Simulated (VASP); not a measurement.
# Al12NO in VASP: notebook

Runs on Al12NO. Level: PBE. Tasks: single point.

Program: VASP 6.6.1. These are calculated values, not measurements. Logs are shortened: lines on timing, memory, paths and dates and some standing lists are left out, and cuts for length are marked.

## 1. The cell of the first run

The cell holds a slab with vacuum, 14 atoms: a = 5.714 Å, b = 5.714 Å, c = 22.175 Å, α = 90.00°, β = 90.00°, γ = 90.00°.

## 2. Single point, PBE, collinear spin, ferromagnetic start

The input, INCAR:

```
PREC = Accurate
ENCUT = 520
EDIFF = 1E-6
ISMEAR = 0
SIGMA = 0.1
LREAL = False
LASPH = True
NELM = 150
ALGO = Normal
ISIF = 2
LWAVE = False
LCHARG = True
ISPIN = 2
MAGMOM = 0 0 0 0 0 0 0 0 0 0 0 0 1 0
LORBIT = 11
LDIPOL = True
IDIPOL = 3
DIPOL = 0.5 0.5 0.293
GGA = PE
LELF = True
LVHAR = True
LVACPOTAV = True
NBANDS = 40
```

The input, KPOINTS:

```
Automatic mesh
0
Gamma
  5 5 1
```

The input, POSCAR:

```
Al12NO
1.0
    5.7143028096      0.0000000000      0.0000000000
    0.0000000000      5.7143028096      0.0000000000
    0.0000000000      0.0000000000     22.1750227966
Al N O
12 1 1
Direct
    0.2500000000      0.2500000000      0.1803831291
    0.2500000000      0.7500000000      0.1803831291
    0.7500000000      0.2500000000      0.1803831291
    0.7500000000      0.7500000000      0.1803831291
    0.0000000000      0.0000000000      0.2744094953
    0.0000000000      0.5000000000      0.2744094953
    0.5000000000      0.0000000000      0.2744094953
    0.5000000000      0.5000000000      0.2744094953
    0.2500000000      0.2500000000      0.3686590481
    0.2500000000      0.7500000000      0.3686590481
    0.7500000000      0.2500000000      0.3686590481
    0.7500000000      0.7500000000      0.3686590481
    0.3985003037      0.5000000000      0.4047356740
    0.6014996963      0.5000000000      0.4047356740
```

Potentials or basis: VASP PAW PBE potentials, release 64 (Al, N, O).

Started as:

```
cat potpaw_PBE.64/Al/POTCAR potpaw_PBE.64/N/POTCAR potpaw_PBE.64/O/POTCAR > POTCAR
mpirun -np 1 vasp_std > vasp.out
```

OUTCAR:

```text
PREC = Accurate
   ENCUT = 520
   EDIFF = 1E-6
   ISMEAR = 0
   LREAL = False
   LASPH = True
   NELM = 150
   ISIF = 2
   ISPIN = 2
   LORBIT = 11
   GGA = PE

 ion  position               nearest neighbor table
   1  0.250  0.250  0.180-   2 2.86   3 2.86   2 2.86   3 2.86   7 2.90   8 2.90   5 2.90   6 2.90

   2  0.250  0.750  0.180-   1 2.86   4 2.86   1 2.86   4 2.86   7 2.90   8 2.90   5 2.90   6 2.90

   3  0.750  0.250  0.180-   1 2.86   4 2.86   4 2.86   1 2.86   7 2.90   8 2.90   5 2.90   6 2.90
[... 4 lines left out ...]
                            11 2.91  12 2.91   9 2.91  10 2.91
   6  0.000  0.500  0.274-   5 2.86   8 2.86   5 2.86   8 2.86   1 2.90   2 2.90   3 2.90   4 2.90
                            11 2.91  12 2.91   9 2.91  10 2.91
   7  0.500  0.000  0.274-   5 2.86   8 2.86   8 2.86   5 2.86   1 2.90   2 2.90   3 2.90   4 2.90
                            11 2.91  12 2.91   9 2.91  10 2.91
   8  0.500  0.500  0.274-   6 2.86   7 2.86   7 2.86   6 2.86   1 2.90   2 2.90   3 2.90   4 2.90
                            11 2.91  12 2.91   9 2.91  10 2.91
   9  0.250  0.250  0.369-  13 1.84  14 2.59  10 2.86  11 2.86  10 2.86  11 2.86   7 2.91   8 2.91
                             5 2.91   6 2.91
  10  0.250  0.750  0.369-  13 1.84  14 2.59   9 2.86  12 2.86   9 2.86  12 2.86   7 2.91   8 2.91
                             5 2.91   6 2.91
  11  0.750  0.250  0.369-  14 1.84  12 2.86   9 2.86  12 2.86   9 2.86   6 2.91   7 2.91   8 2.91
                             5 2.91
  12  0.750  0.750  0.369-  14 1.84  11 2.86  10 2.86  11 2.86  10 2.86   6 2.91   7 2.91   8 2.91
                             5 2.91
  13  0.399  0.500  0.405-  14 1.16  10 1.84   9 1.84
  14  0.601  0.500  0.405-  13 1.16  12 1.84  11 1.84  10 2.59   9 2.59

  LATTYP: Found a simple tetragonal cell.
 ALAT       =     5.7143028096
 C/A-ratio  =     3.8806173798

  Lattice vectors:

 A1 = (   5.7143028096,   0.0000000000,   0.0000000000)
 A2 = (   0.0000000000,   5.7143028096,   0.0000000000)
 A3 = (   0.0000000000,   0.0000000000,  22.1750227966)

Analysis of symmetry for initial positions (statically):
=====================================================================
 Subroutine PRICEL returns:
 Original cell was already a primitive cell.

 Routine SETGRP: Setting up the symmetry group for a
 simple tetragonal supercell.

 Subroutine GETGRP returns: Found  2 space group operations
 (whereof  2 operations were pure point group operations)
 out of a pool of 16 trial point group operations.

The static configuration has the point symmetry C_1h.

Analysis of symmetry for dynamics (positions and initial velocities):
=====================================================================
 Subroutine PRICEL returns:
 Original cell was already a primitive cell.

 Routine SETGRP: Setting up the symmetry group for a
 simple tetragonal supercell.

 Subroutine GETGRP returns: Found  2 space group operations
 (whereof  2 operations were pure point group operations)
 out of a pool of 16 trial point group operations.

The dynamic configuration has the point symmetry C_1h.

Analysis of structural, dynamic, and magnetic symmetry:
=====================================================================
 Subroutine PRICEL returns:
 Original cell was already a primitive cell.

 Routine SETGRP: Setting up the symmetry group for a
 simple tetragonal supercell.

 Subroutine GETGRP returns: Found  2 space group operations
 (whereof  2 operations were pure point group operations)
 out of a pool of 16 trial point group operations.

The overall configuration has the point symmetry C_1h.

 Subroutine INISYM returns: Found  2 space group operations
 (whereof  2 operations are pure point group operations),
 and found     1 'primitive' translations

----------------------------------------------------------------------------------------

                                     Primitive cell

  volume of cell :     724.0867

  direct lattice vectors                    reciprocal lattice vectors
     5.714302810  0.000000000  0.000000000     0.174999476  0.000000000  0.000000000
     0.000000000  5.714302810  0.000000000     0.000000000  0.174999476  0.000000000
     0.000000000  0.000000000 22.175022797     0.000000000  0.000000000  0.045095782

  length of vectors
     5.714302810  5.714302810 22.175022797     0.174999476  0.174999476  0.045095782

  position of ions in fractional coordinates (direct lattice)
     0.250000000  0.250000000  0.180383129
     0.250000000  0.750000000  0.180383129
     0.750000000  0.250000000  0.180383129
     0.750000000  0.750000000  0.180383129
     0.000000000  0.000000000  0.274409495
     0.000000000  0.500000000  0.274409495
[... 65 lines left out ...]
   total plane-waves  NPLWV = 296352
   dimension x,y,z NGX =    42 NGY =   42 NGZ =  168
   dimension x,y,z NGXF=    84 NGYF=   84 NGZF=  336
   ions per type =              12   1   1
   NGX,Y,Z   is equivalent  to a cutoff of  12.22, 12.22, 12.59 a.u.
   NGXF,Y,Z  is equivalent  to a cutoff of  24.44, 24.44, 25.19 a.u.
 SYSTEM =  unknown system
   PREC   = accura    normal or accurate (medium, high low for compatibility)
   ISTART =      0    job   : 0-new  1-cont  2-samecut
   ICHARG =      2    charge: 1-file 2-atom 10-const
   ISPIN  =      2    spin polarized calculation?
   LNONCOLLINEAR =      F non collinear calculations
   LSORBIT =      F    spin-orbit coupling
   LASPH  =      T    aspherical Exc in radial PAW
   ENCUT  =  520.0 eV  38.22 Ry    6.18 a.u.  10.62 10.62 41.23*2*pi/ulx,y,z
   NELM   =    150;   NELMIN=  2; NELMDL= -5     # of ELM steps
   EDIFF  = 0.1E-05   stopping-criterion for ELM
   LREAL  =      F    real-space projection
   EDIFFG = 0.1E-04   stopping-criterion for IOM
   NSW    =      0    number of steps for IOM
   IBRION =     -1    ionic relax: 0-MD 1-quasi-New 2-CG
   NFREE  =      0    steps in history (QN), initial steepest desc. (CG)
   ISIF   =      2    stress and relaxation
   ISYM   =      2    0-nonsym 1-usesym 2-fastsym
   POTIM  = 0.5000    time-step for ionic-motion
   TEBEG  =    0.0;   TEEND  =   0.0 temperature during run
   PSTRESS=    0.0 pullay stress
   NELECT =      47.0000    total number of electrons
   NUPDOWN=      -1.0000    fix difference up-down
   EMIN   =  10.00;   EMAX   =-10.00  energy-range for DOS
   EFERMI =   0.00;   METHOD = LEGACY
   ISMEAR =     0;   SIGMA  =   0.10  broadening in eV -4-tet -1-fermi 0-gaus
   EFERMI_NEDOS =   21; number of points for ismear=-14 and -15
   IALGO  =     38    algorithm
   IMIX   =      4    mixing-type and parameters
     AMIX     =   0.40;   BMIX     =  1.00
     AMIX_MAG =   1.60;   BMIX_MAG =  1.00
  volume/ion in A,a.u.               =      51.72       349.03
  Fermi-wavevector in a.u.,A,eV,Ry     =   0.657926  1.243300  5.889514  0.432867
  Thomas-Fermi vector in A             =   1.729587
   LORBIT       =     11    0 simple, 1 ext, 2 COOP (PROOUT), +10 PAW based schemes
   GGA     = PE    functional components
   LHFCALC =     F    Hartree Fock is set to
   AEXX    =    0.0000 exact exchange contribution
   IVDW    =     0    specifies the selected vdW correction
   LEPSILON=     F    determine dielectric tensor
   LRPA    =     F    only Hartree local field effects (RPA)
 spin polarized calculation
 Gauss-broadening in eV      SIGMA  =   0.10
  energy-cutoff  :      520.00
  volume of cell :      724.09
 maximum number of plane-waves:     19529
   NGX = 21   NGY = 21   NGZ = 83

 dipolmoment           0.000000      0.000000      0.081680 electrons x Angstroem

 number of electron      46.9999996 magnetization       0.0000342

 dipolmoment           0.000000      0.000000     -0.026724 electrons x Angstroem

 Free energy of the ion-electron system (eV)
  ---------------------------------------------------
  ext. energy  EPLUGINS =         0.00000000
  ---------------------------------------------------
  free energy    TOTEN  =       -53.76586662 eV

  energy without entropy =      -53.73711579  energy(sigma->0) =      -53.75149121

 E-fermi :  -0.6436     XC(G=0):  -3.8463

 val. band max:       -0.7446741019   @ k =   0.0000   0.0000   0.0000
 cond. band min:      -0.6193307594   @ k =   0.2000   0.2000   0.0000
 fundamental gap:      0.1253433425
 Fermi energy:        -0.6435627800

 spin component 1

 k-point     1 :       0.0000    0.0000    0.0000
  band No.  band energies     occupation
      1     -28.0849      1.00000
      2     -15.3232      1.00000
      3     -11.8259      1.00000
      4     -11.3214      1.00000
      5     -10.2549      1.00000
      6      -9.3535      1.00000
[... 331 lines left out ...]
     34       2.3785      0.00000
     35       2.5254      0.00000
 Fermi energy:        -0.6435627800

 spin component 2

 k-point     1 :       0.0000    0.0000    0.0000
  band No.  band energies     occupation
      1     -28.0849      1.00000
      2     -15.3232      1.00000
      3     -11.8259      1.00000
      4     -11.3214      1.00000
      5     -10.2549      1.00000
      6      -9.3535      1.00000
[... 331 lines left out ...]
     34       2.3785      0.00000
     35       2.5254      0.00000
 [bands above 35 left out]

------------------------ aborting loop because EDIFF is reached ----------------------------------------

  FORCE on cell =-STRESS in cart. coord.  units (eV):
  Direction    XX          YY          ZZ          XY          YZ          ZX
  --------------------------------------------------------------------------------------
  -------------------------------------------------------------------------------------
  Total       17.2447912     -1.5849799      2.5316122      0.0000000      0.0000000      0.1248331
  in kB       38.1573273     -3.5070647      5.6016656      0.0000000      0.0000000      0.2762165
  external PRESSURE =      13.4173094 kB  Pullay stress =       0.0000000 kB

 VOLUME and BASIS-vectors are now :
 -----------------------------------------------------------------------------
  energy-cutoff  :      520.00
  volume of cell :      724.09
      direct lattice vectors                 reciprocal lattice vectors
     5.714302810  0.000000000  0.000000000     0.174999476  0.000000000  0.000000000
     0.000000000  5.714302810  0.000000000     0.000000000  0.174999476  0.000000000
     0.000000000  0.000000000 22.175022797     0.000000000  0.000000000  0.045095782

 POSITION                                       TOTAL-FORCE (eV/Angst)
 -----------------------------------------------------------------------------------
      1.42858      1.42858      4.00000         0.024093      0.009842      0.098387
      1.42858      4.28573      4.00000         0.024093     -0.009842      0.098387
      4.28573      1.42858      4.00000        -0.020589      0.062993      0.038372
      4.28573      4.28573      4.00000        -0.020589     -0.062993      0.038372
      0.00000      0.00000      6.08504        -0.027529      0.000000     -0.208319
      0.00000      2.85715      6.08504        -0.183302      0.000000     -0.104076
      2.85715      0.00000      6.08504         0.076353      0.000000      0.185429
      2.85715      2.85715      6.08504         0.110914      0.000000     -0.610248
      1.42858      1.42858      8.17502        -1.380388     -1.326838     -0.385000
      1.42858      4.28573      8.17502        -1.380388      1.326838     -0.385000
      4.28573      1.42858      8.17502         1.324235     -1.594990     -0.760178
      4.28573      4.28573      8.17502         1.324235      1.594990     -0.760178
      2.27715      2.85715      8.97502       -16.770014      0.000000      0.725269
      3.43715      2.85715      8.97502        16.898875      0.000000      2.028781
 -----------------------------------------------------------------------------------
    total drift:                               -0.000490     -0.000000      0.000259

  FREE ENERGIE OF THE ION-ELECTRON SYSTEM (eV)
  ---------------------------------------------------
  free  energy   TOTEN  =       -53.7658666236 eV

  energy  without entropy=      -53.7371157892  energy(sigma->0) =      -53.75149121

 vacuum level on the upper side and lower side of the slab         3.543         3.691

 total charge

# of ion       s       p       d       tot
------------------------------------------
    1        0.475   0.284   0.000   0.758
    2        0.475   0.284   0.000   0.758
    3        0.468   0.291   0.000   0.758
    4        0.468   0.291   0.000   0.758
    5        0.438   0.328   0.000   0.767
    6        0.429   0.330   0.000   0.759
    7        0.429   0.318   0.000   0.746
    8        0.434   0.335   0.000   0.769
    9        0.431   0.360   0.000   0.791
   10        0.431   0.360   0.000   0.791
   11        0.441   0.326   0.000   0.767
   12        0.441   0.326   0.000   0.767
   13        1.272   2.734   0.000   4.007
   14        1.588   3.770   0.000   5.358
--------------------------------------------------
tot          8.221  10.334   0.000  18.555

 magnetization (x)

# of ion       s       p       d       tot
------------------------------------------
    1       -0.000   0.000   0.000   0.000
    2       -0.000   0.000   0.000   0.000
    3        0.000   0.000   0.000   0.000
    4        0.000   0.000   0.000   0.000
    5        0.000   0.000   0.000   0.000
    6       -0.000   0.000   0.000   0.000
    7        0.000   0.000   0.000   0.000
    8       -0.000   0.000   0.000   0.000
    9        0.000   0.000   0.000   0.000
   10        0.000   0.000   0.000   0.000
   11        0.000   0.000   0.000   0.000
   12        0.000   0.000   0.000   0.000
   13        0.000   0.000   0.000   0.000
   14        0.000   0.000   0.000   0.000
--------------------------------------------------
tot          0.000   0.000   0.000   0.000
```

Wall time 12 min (1 thread of Oxide Virtual Turin-like, shared host); peak memory 1 GiB.

Results:

```yaml
Free_energy: -53.7659 eV
Largest_force: 17.020 eV/Å
Net_moment: 0.00 μB per cell
Valence_electrons_inside_the_program's_atomic_spheres: Al 0.76, 0.77, 0.75, 0.79 (each value once); N 4.01; O 5.36
```

Forces on the atoms (eV/Å):
```
Al    0.024   0.010   0.098
Al    0.024  -0.010   0.098
Al   -0.021   0.063   0.038
Al   -0.021  -0.063   0.038
Al   -0.028   0.000  -0.208
Al   -0.183   0.000  -0.104
Al    0.076   0.000   0.185
Al    0.111   0.000  -0.610
Al   -1.380  -1.327  -0.385
Al   -1.380   1.327  -0.385
Al    1.324  -1.595  -0.760
Al    1.324   1.595  -0.760
N   -16.770   0.000   0.725
O    16.899   0.000   2.029
```

Caveat: the standard files for N, O and F lose accuracy on very short bonds.

## 3. Single point, PBE, collinear spin, ferromagnetic start

The input, INCAR:

```
ALGO = Fast
DIPOL = 0.5 0.5 0.301
EDIFF = 1E-6
ENCUT = 520
GGA = PE
IDIPOL = 3
ISIF = 2
ISMEAR = 0
ISPIN = 2
LASPH = T
LCHARG = F
LDIPOL = T
LORBIT = 11
LREAL = F
LWAVE = F
MAGMOM = 0 0 0 0 0 0 0 0 0 0 0 0 1 0
NBANDS = 40
NELM = 150
PREC = Accurate
SIGMA = 0.1
```

The input, KPOINTS:

```
k-points
0
Gamma
  5 5 1
```

Edit POSCAR of step 2 so:

```diff
@@ -20,3 +20,3 @@
     0.7500000000      0.7500000000      0.3686590481
-    0.3985003037      0.5000000000      0.4047356740
-    0.6014996963      0.5000000000      0.4047356740
+    0.3607879165      0.5000000000      0.4624582753
+    0.6392120835      0.5000000000      0.4624582753
```

Potentials or basis: VASP PAW PBE potentials, release 64 (Al, N, O).

Started as:

```
cat potpaw_PBE.64/Al/POTCAR potpaw_PBE.64/N/POTCAR potpaw_PBE.64/O/POTCAR > POTCAR
mpirun -np 1 vasp_std > vasp.out
```

It took 19 min on 1 thread of Oxide Virtual Turin-like, shared host; peak memory 1 GiB.

The run converged. Its results:

```
Free energy                                           : -52.4952 eV
Largest force                                         : 4.874 eV/Å
Net moment                                            : 0.92 μB per cell
Site moments                                          : Al -0.00, +0.00, -0.01 (each value once); N +0.54; O +0.17 μB
Valence electrons inside the program's atomic spheres : Al 0.76, 0.74 (each value once); N 3.34; O 4.75
```

Forces on the atoms (eV/Å):
```
Al  -0.022 -0.046  0.043
Al  -0.022  0.046  0.043
Al   0.022  0.004  0.056
Al   0.022 -0.004  0.056
Al   0.008  0.000 -0.049
Al   0.038  0.000  0.088
Al   0.014  0.000 -0.025
Al   0.004  0.000  0.200
Al   0.040  0.215  0.744
Al   0.040 -0.215  0.744
Al  -0.034  0.087  0.645
Al  -0.034 -0.087  0.645
N    4.549  0.000 -1.659
O   -4.627  0.000 -1.533
```

Levels at points of the mesh, in eV from the Fermi level:
Spin up:
```csv
k point,band 22,band 23,band 24,band 25,band 26,band 27
"(0.00, 0.00, 0.00)",-0.65,-0.49,-0.44,-0.31,-0.02,-0.01
```
Spin down:
| k point | band 19 | band 20 | band 21 | band 22 | band 23 | band 24 | band 25 | band 26 | band 27 | band 28 |
| --- | --- | --- | --- | --- | --- | --- | --- | --- | --- | --- |
| (0.00, 0.00, 0.00) | -1.26 | -1.02 | -0.85 | -0.57 | -0.44 | -0.23 | -0.05 | -0.01 | 0.30 | 0.35 |
